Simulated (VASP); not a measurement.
# Sr (P6_3/mmc) in VASP: a series of runs

Runs on Sr. Level: r2SCAN. Tasks: single point.

Program: VASP 6.6.1. These are calculated values, not measurements. Logs are shortened: lines on timing, memory, paths and dates and some standing lists are left out, and cuts for length are marked.

## 1. The cell of the first run

The structure is hexagonal, space group P6_3/mmc (No. 194). The conventional cell has a = 4.375 Å, b = 4.375 Å, c = 7.261 Å, α = 90.00°, β = 90.00°, γ = 120.00°. Sr (site symmetry -6m2) has 12 Sr at 4.37 to 4.42 Å within 5.7 Å.

This isn't the form of Sr at room conditions, which is fcc.

## 2. Single point, r2SCAN (strain +0.015 along x and y, +0.030 along z)

File POSCAR:

```
Sr
1.0
    4.3746502240      0.0000000000      0.0000000000
   -2.1873251120      3.7885582266      0.0000000000
    0.0000000000      0.0000000000      7.2615000000
Sr
2
Direct
    0.3333333333      0.6666666667      0.2500000000
    0.6666666667      0.3333333333      0.7500000000
```

File INCAR.step1:

```
SYSTEM = Sr
PREC = Accurate
ENCUT = 520
ISMEAR = 0
SIGMA = 0.15
LREAL = .False.
LASPH = .True.
NELM = 60
NBANDS = 17
GGA = PE
ALGO = Normal
EDIFF = 1E-4
LWAVE = .True.
LCHARG = .False.
```

File INCAR.step2:

```
SYSTEM = Sr
PREC = Accurate
ENCUT = 520
EDIFF = 1E-6
ISMEAR = 0
SIGMA = 0.15
LREAL = .False.
LASPH = .True.
NELM = 60
ALGO = Normal
ISIF = 2
LWAVE = .False.
LCHARG = .False.
METAGGA = R2SCAN
LMIXTAU = .True.
NBANDS = 17
ISTART = 1
```

File KPOINTS:

```
regular mesh
0
Gamma
  12 12 8
  0 0 0
```

Potentials or basis: VASP PAW PBE potentials, release 64 (Sr_sv).

On the command line:

```console
> cat potpaw_PBE.64/Sr_sv/POTCAR > POTCAR
> cp INCAR.step1 INCAR
> mpirun -np 1 vasp_std > vasp.out
> cp INCAR.step2 INCAR
> mpirun -np 1 vasp_std > vasp.out
```

OUTCAR:

```text
SYSTEM = Sr
   PREC = Accurate
   ENCUT = 520
   EDIFF = 1E-6
   ISMEAR = 0
   LREAL = .False.
   LASPH = .True.
   NELM = 60
   ISIF = 2
   METAGGA = R2SCAN
   ISTART = 1

 ion  position               nearest neighbor table
   1  0.333  0.667  0.250-   2 4.42   2 4.42   2 4.42   2 4.42   2 4.42   2 4.42
   2  0.667  0.333  0.750-   1 4.42   1 4.42   1 4.42   1 4.42   1 4.42   1 4.42

  LATTYP: Found a hexagonal cell.
 ALAT       =     4.3746502240
 C/A-ratio  =     1.6599041359

  Lattice vectors:

 A1 = (   4.3746502240,   0.0000000000,   0.0000000000)
 A2 = (  -2.1873251120,   3.7885582266,   0.0000000000)
 A3 = (   0.0000000000,   0.0000000000,   7.2615000000)

Analysis of symmetry for initial positions (statically):
=====================================================================
 Subroutine PRICEL returns:
 Original cell was already a primitive cell.

 Routine SETGRP: Setting up the symmetry group for a
 hexagonal supercell.

 Subroutine GETGRP returns: Found 24 space group operations
 (whereof 12 operations were pure point group operations)
 out of a pool of 24 trial point group operations.

The static configuration has the point symmetry D_3d.
 The point group associated with its full space group is D_6h.

Analysis of symmetry for dynamics (positions and initial velocities):
=====================================================================
 Subroutine PRICEL returns:
 Original cell was already a primitive cell.

 Routine SETGRP: Setting up the symmetry group for a
 hexagonal supercell.

 Subroutine GETGRP returns: Found 24 space group operations
 (whereof 12 operations were pure point group operations)
 out of a pool of 24 trial point group operations.

The dynamic configuration has the point symmetry D_3d.
 The point group associated with its full space group is D_6h.

 Subroutine INISYM returns: Found 24 space group operations
 (whereof 12 operations are pure point group operations),
 and found     1 'primitive' translations

----------------------------------------------------------------------------------------

                                     Primitive cell

  volume of cell :     120.3493

  direct lattice vectors                    reciprocal lattice vectors
     4.374650224  0.000000000  0.000000000     0.228589704  0.131976327  0.000000000
    -2.187325112  3.788558227  0.000000000     0.000000000  0.263952654  0.000000000
     0.000000000  0.000000000  7.261500000     0.000000000  0.000000000  0.137712594

  length of vectors
     4.374650224  4.374650224  7.261500000     0.263952654  0.263952654  0.137712594

  position of ions in fractional coordinates (direct lattice)
     0.333333333  0.666666667  0.250000000
     0.666666667  0.333333333  0.750000000

  ion indices of the primitive-cell ions
   primitive index   ion index
                 1           1
                 2           2

----------------------------------------------------------------------------------------

 KPOINTS: regular mesh

Automatic generation of k-mesh.
 Grid dimensions read from file:
 generate k-points for:   12   12    8

 Generating k-lattice:

  Cartesian coordinates                     Fractional coordinates (reciprocal lattice)
     0.019049142  0.010998027  0.000000000     0.083333333 -0.000000000  0.000000000
     0.000000000  0.021996055  0.000000000     0.000000000  0.083333333  0.000000000
     0.000000000  0.000000000  0.017214074     0.000000000  0.000000000  0.125000000

  Length of vectors
     0.021996055  0.021996055  0.017214074

  Shift w.r.t. Gamma in fractional coordinates (k-lattice)
     0.000000000  0.000000000  0.000000000

 Subroutine IBZKPT returns following result:
 ===========================================

 Found     95 irreducible k-points:

 Following reciprocal coordinates:
            Coordinates               Weight
  0.000000  0.000000  0.000000      1.000000
  0.083333  0.000000  0.000000      6.000000
  0.166667  0.000000  0.000000      6.000000
  0.250000  0.000000  0.000000      6.000000
  0.333333  0.000000  0.000000      6.000000
  0.416667  0.000000  0.000000      6.000000
[... 16 lines left out ...]
  0.250000  0.000000  0.125000     12.000000
  0.333333  0.000000  0.125000     12.000000
 [... further k-points ...]
   k-points           NKPTS =     95   k-points in BZ     NKDIM =     95   number of bands    NBANDS=     17
   number of dos      NEDOS =    301   number of ions     NIONS =      2
   total plane-waves  NPLWV =  69984
   dimension x,y,z NGX =    36 NGY =   36 NGZ =   54
   dimension x,y,z NGXF=    72 NGYF=   72 NGZF=  108
   ions per type =               2
   NGX,Y,Z   is equivalent  to a cutoff of  13.68, 13.68, 12.36 a.u.
   NGXF,Y,Z  is equivalent  to a cutoff of  27.36, 27.36, 24.73 a.u.
 SYSTEM =  Sr
   PREC   = accura    normal or accurate (medium, high low for compatibility)
   ISTART =      1    job   : 0-new  1-cont  2-samecut
   ICHARG =      0    charge: 1-file 2-atom 10-const
   ISPIN  =      1    spin polarized calculation?
   LNONCOLLINEAR =      F non collinear calculations
   LSORBIT =      F    spin-orbit coupling
   LASPH  =      T    aspherical Exc in radial PAW
   ENCUT  =  520.0 eV  38.22 Ry    6.18 a.u.   8.13  8.13 13.50*2*pi/ulx,y,z
   NELM   =     60;   NELMIN=  2; NELMDL=  0     # of ELM steps
   EDIFF  = 0.1E-05   stopping-criterion for ELM
   LREAL  =      F    real-space projection
   EDIFFG = 0.1E-04   stopping-criterion for IOM
   NSW    =      0    number of steps for IOM
   IBRION =     -1    ionic relax: 0-MD 1-quasi-New 2-CG
   NFREE  =      0    steps in history (QN), initial steepest desc. (CG)
   ISIF   =      2    stress and relaxation
   ISYM   =      2    0-nonsym 1-usesym 2-fastsym
   POTIM  = 0.5000    time-step for ionic-motion
   TEBEG  =    0.0;   TEEND  =   0.0 temperature during run
   PSTRESS=    0.0 pullay stress
   NELECT =      20.0000    total number of electrons
   NUPDOWN=      -1.0000    fix difference up-down
   EMIN   =  10.00;   EMAX   =-10.00  energy-range for DOS
   EFERMI =   0.00;   METHOD = LEGACY
   ISMEAR =     0;   SIGMA  =   0.15  broadening in eV -4-tet -1-fermi 0-gaus
   EFERMI_NEDOS =   21; number of points for ismear=-14 and -15
   IALGO  =     38    algorithm
   IMIX   =      4    mixing-type and parameters
     AMIX     =   0.40;   BMIX     =  1.00
     AMIX_MAG =   1.60;   BMIX_MAG =  1.00
  volume/ion in A,a.u.               =      60.17       406.08
  Fermi-wavevector in a.u.,A,eV,Ry     =   0.900058  1.700862 11.022129  0.810104
  Thomas-Fermi vector in A             =   2.022968
   LORBIT       =      0    0 simple, 1 ext, 2 COOP (PROOUT), +10 PAW based schemes
   METAGGA = R2SCAN    functional components
   LHFCALC =     F    Hartree Fock is set to
   AEXX    =    0.0000 exact exchange contribution
   IVDW    =     0    specifies the selected vdW correction
   LEPSILON=     F    determine dielectric tensor
   LRPA    =     F    only Hartree local field effects (RPA)
 non-spin polarized calculation
 Gauss-broadening in eV      SIGMA  =   0.15
  energy-cutoff  :      520.00
  volume of cell :      120.35
 maximum number of plane-waves:      3268
 NGX is ok and might be reduce to    36
   NGX = 17   NGY = 17   NGZ = 27

 number of electron      19.9999999 magnetization

 Free energy of the ion-electron system (eV)
  ---------------------------------------------------
  ext. energy  EPLUGINS =         0.00000000
  ---------------------------------------------------
  free energy    TOTEN  =       -30.19276679 eV

  energy without entropy =      -30.16574539  energy(sigma->0) =      -30.17925609

 E-fermi :   1.3276     XC(G=0):  -7.5130

 val. band max:        1.3138803882   @ k =   0.2500   0.0833   0.0000
 cond. band min:       1.3347531706   @ k =   0.3333   0.1667   0.0000
 fundamental gap:      0.0208727824
 Fermi energy:         1.3276238474

 k-point     1 :       0.0000    0.0000    0.0000
  band No.  band energies     occupation
      1     -36.8945      2.00000
      2     -36.8853      2.00000
      3     -18.3015      2.00000
      4     -18.1855      2.00000
      5     -18.1855      2.00000
      6     -18.1669      2.00000
[... 9 lines left out ...]
     16       4.2561      0.00000
     17       4.8235      0.00000

 k-point     2 :       0.0833    0.0000    0.0000
  band No.  band energies     occupation
      1     -36.8939      2.00000
      2     -36.8850      2.00000
      3     -18.2982      2.00000
      4     -18.1935      2.00000
      5     -18.1880      2.00000
      6     -18.1751      2.00000
[... 9 lines left out ...]
     16       4.3485      0.00000
     17       4.6209      0.00000

 k-point     3 :       0.1667    0.0000    0.0000
  band No.  band energies     occupation
      1     -36.8922      2.00000
      2     -36.8841      2.00000
      3     -18.2889      2.00000
      4     -18.2153      2.00000
      5     -18.1974      2.00000
      6     -18.1945      2.00000
[... 9 lines left out ...]
     16       4.2505      0.00000
     17       4.4621      0.00000

 k-point     4 :       0.2500    0.0000    0.0000
  band No.  band energies     occupation
      1     -36.8898      2.00000
      2     -36.8829      2.00000
      3     -18.2749      2.00000
      4     -18.2454      2.00000
      5     -18.2271      2.00000
      6     -18.2033      2.00000
[... 9 lines left out ...]
     16       4.5658      0.00000
     17       4.6210      0.00000
[... 343 lines left out ...]
      1     -36.8919      2.00000
      2     -36.8844      2.00000
      3     -18.2850      2.00000
      4     -18.2140      2.00000
      5     -18.1998      2.00000
      6     -18.1937      2.00000
[... 9 lines left out ...]
     16       4.4330      0.00000
     17       4.5406      0.00000

 k-point    23 :       0.2500    0.0000    0.1250
  band No.  band energies     occupation
      1     -36.8895      2.00000
      2     -36.8832      2.00000
      3     -18.2745      2.00000
      4     -18.2416      2.00000
      5     -18.2293      2.00000
      6     -18.2023      2.00000
[... 9 lines left out ...]
     16       4.6267      0.00000
     17       4.6458      0.00000

 k-point    24 :       0.3333    0.0000    0.1250
  band No.  band energies     occupation
      1     -36.8870      2.00000
      2     -36.8821      2.00000
      3     -18.2808      2.00000
      4     -18.2602      2.00000
      5     -18.2484      2.00000
      6     -18.2107      2.00000
[... 9 lines left out ...]
     16       4.9622      0.00000
     17       5.1275      0.00000

 [... further k-points ...]
[... 5 lines left out ...]
  --------------------------------------------------------------------------------------
  -------------------------------------------------------------------------------------
  Total       -0.3800043     -0.3800043     -0.5271049      0.0000000      0.0000000     -0.0000000
  in kB       -5.0588931     -5.0588931     -7.0172026      0.0000000      0.0000000     -0.0000000
  external PRESSURE =      -5.7116629 kB  Pullay stress =       0.0000000 kB

 VOLUME and BASIS-vectors are now :
 -----------------------------------------------------------------------------
  energy-cutoff  :      520.00
  volume of cell :      120.35
      direct lattice vectors                 reciprocal lattice vectors
     4.374650224  0.000000000  0.000000000     0.228589704  0.131976327  0.000000000
    -2.187325112  3.788558227  0.000000000     0.000000000  0.263952654  0.000000000
     0.000000000  0.000000000  7.261500000     0.000000000  0.000000000  0.137712594

 POSITION                                       TOTAL-FORCE (eV/Angst)
 -----------------------------------------------------------------------------------
     -0.00000      2.52571      1.81537        -0.000000     -0.000000      0.000000
      2.18733      1.26285      5.44613         0.000000      0.000000      0.000000
 -----------------------------------------------------------------------------------
    total drift:                               -0.000000      0.000000     -0.000000

  FREE ENERGIE OF THE ION-ELECTRON SYSTEM (eV)
  ---------------------------------------------------
  free  energy   TOTEN  =       -30.1927667887 eV

  energy  without entropy=      -30.1657453900  energy(sigma->0) =      -30.17925609
```

Wall time 14 min (1 thread of Oxide Virtual Turin-like, shared host); peak memory 0.35 GiB.

Results:

```yaml
Free_energy: -30.1928 eV
Pressure: -0.6 GPa
Band_gap_on_the_k_mesh: zero (bands 10 and 11 overlap by 0.46 eV)
```

Levels at points of the mesh, in eV from the Fermi level:
```tsv
k point	band 8	band 9	band 10	band 11	band 12	band 13
(0.00, 0.00, 0.00)	-19.49	-3.72	-1.10	-0.22	2.46	2.54
(0.50, 0.00, 0.00)	-19.52	-1.08	-0.63	0.17	0.37	1.31
(0.00, 0.00, 0.50)	-19.50	-2.82	-2.82	1.35	1.35	2.55
(0.50, 0.00, 0.50)	-19.53	-0.71	-0.71	0.11	0.11	1.47
```

Caveat: the cell differs from its parent crystal (strain +0.015 along x and y, +0.030 along z); the PAW data sets were made with another functional, which shifts forces and pressure a little.

(Continued in part 2 of 2.)
